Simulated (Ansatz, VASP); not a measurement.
Two plane-wave programs on CdS

```xyz
14
Lattice="4.1186 0.0000 0.0000 0.0000 5.8246 0.0000 0.0000 0.0000 27.3558" Properties=species:S:1:pos:R:3 pbc="T T T"
Cd    2.0593    3.2393    7.9693
Cd    0.0000   -0.0836    9.4558
Cd    2.0593    2.8531   11.6520
Cd    0.0000   -0.0872   13.6779
Cd    2.0593    2.8531   15.7038
Cd    0.0000   -0.0836   17.9000
Cd    2.0593    3.2393   19.3865
S     0.0000    4.3999    7.3433
S     2.0593    1.3750    9.5928
S     0.0000    4.3185   11.5888
S     2.0593    1.3741   13.6779
S     0.0000    4.3185   15.7670
S     2.0593    1.3750   17.7630
S     0.0000    4.3999   20.0125
```

Alike in both runs: functional PBEsol; k mesh 7 × 5 × 1; occupations gaussian, width 0.05 eV; no spin polarisation.

Ansatz relaxed the structure, and its values are those at the end. VASP's run is a single point on that final structure, the one shown.

```csv
,VASP,Ansatz
version,VASP 6.6.1,Ansatz 0.2.0
potentials or method,"VASP PAW PBE potentials, release 64 (Cd, S), cutoff 520 eV","scalar-relativistic, plane waves, PAW"
valence electrons in the cell,126,182
```

|  | VASP | Ansatz | Ansatz less VASP |
| --- | --- | --- | --- |
| gap on the k mesh at the Fermi level (eV) | 1.42 | 1.41 | -0.011 |
| least direct gap on the mesh (eV) | 1.42 | 1.41 | -0.011 |
| rms of the force components (eV/Å) | 0.014 | 0.002 | -0.0129 |

VASP's potentials were made for PBE, not for PBEsol. The functional is the same, so the differences come from potentials, cutoffs and numerics. VASP's potentials hold 126 valence electrons a cell and Ansatz's 182, so a difference there can come from the potentials and not from the codes. Ansatz's warnings: xc potential rough in thin density.
